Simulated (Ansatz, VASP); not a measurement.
## AlCo2: VASP beside Ansatz

File INCAR:

```
PREC = Accurate ; ENCUT = 520
EDIFF = 1E-6 ; ISMEAR = 0
SIGMA = 0.1 ; LREAL = False
LASPH = True ; NELM = 150
ALGO = Fast ; ISIF = 2
LWAVE = False ; LCHARG = False
ISPIN = 2 ; MAGMOM = 0 3 3
LORBIT = 11 ; LMAXMIX = 4
GGA = PE ; NBANDS = 22
```

The input KPOINTS:

```
Automatic mesh
0
Gamma
  6 6 6
```

POSCAR

```
AlCo2
1.0
    0.0000000000      2.6429823500      2.6429823500
    2.6429823500      0.0000000000      2.6429823500
    2.6429823500      2.6429823500      0.0000000000
Al Co
1 2
Direct
    0.0000000000      0.0000000000      0.0000000000
    0.7500000000      0.7500000000      0.7500000000
    0.2500000000      0.2500000000      0.2500000000
```

Input for Ansatz:

```yaml
crystal:
  lattice:
    - [0.0, 2.64298235, 2.64298235]
    - [2.64298235, 0.0, 2.64298235]
    - [2.64298235, 2.64298235, 0.0]
  atoms:
    - { symbol: Al, position: [0.0, 0.0, 0.0] }
    - { symbol: Co, position: [0.75, 0.75, 0.75], spin: 3.0 }
    - { symbol: Co, position: [0.25, 0.25, 0.25], spin: 3.0 }
basis:
  ecutwfc: 420
kpoints:
  mp_grid: { grid: [6, 6, 6] }
hamiltonian:
  xc: pbe
scf:
  occupations: { method: gaussian, width: 0.1 }
  lower_state_search: "off"
output:
  forces: true
  stress: true
  eigenvalues: true
  populations: true
magnetization:
  spin_polarized: true
```

Change from the starting cell: species swapped into the YbH2 type (Fm-3m, No. 225).

Alike in both runs: task single point; functional PBE; k mesh 6 × 6 × 6; occupations gaussian, width 0.1 eV; collinear spin.

```csv
,VASP,Ansatz
version,VASP 6.6.1,Ansatz 0.2.0
potentials or method,"VASP PAW PBE potentials, release 64 (Al, Co), cutoff 520 eV","scalar-relativistic, plane waves, PAW"
valence electrons in the cell,21,37
```

```csv
,VASP,Ansatz,Ansatz less VASP
gap on the k mesh at the Fermi level (eV),none,none,-
pressure (GPa),15.7,15.9,+0.16
net moment per atom (μB),0.46,0.47,+0.006
size of the moment on the site where the two differ most (μB),0.74,0.76,+0.012
```

Site moments also hang on the region over which each program counts them. A gap of «none» marks a metal or a gap that the smearing closes. VASP's potentials hold 21 valence electrons a cell and Ansatz's 37, so a difference there can come from the potentials and not from the codes.
